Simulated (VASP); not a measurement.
Here is a VASP 6.6.1 calculation.

File INCAR:

```
  ALGO = Normal
  EDIFF = 1E-7
  ENCUT = 520
  GGA = PE
  ISIF = 2
  ISMEAR = 0
  LASPH = T
  LCHARG = F
  LREAL = F
  LWAVE = F
  NBANDS = 14
  NELM = 60
  PREC = Accurate
  SIGMA = 0.022
```

The input KPOINTS:

```
k-points
0
Gamma
  12 12 12
```

File POSCAR:

```
Rh
1.0
    0.0000000000      1.8978500000      1.8978500000
    1.8978500000      0.0000000000      1.8978500000
    1.8978500000      1.8978500000      0.0000000000
Rh
1
Direct
    0.0000000000      0.0000000000      0.0000000000
```

Potentials or basis: VASP PAW PBE potentials, release 64 (Rh_pv).

The run is started by

```sh
$ cat potpaw_PBE.64/Rh_pv/POTCAR > POTCAR
$ mpirun -np 1 vasp_std > vasp.out
```

Task: Estimate the pressure.

Result: 7.3 GPa.
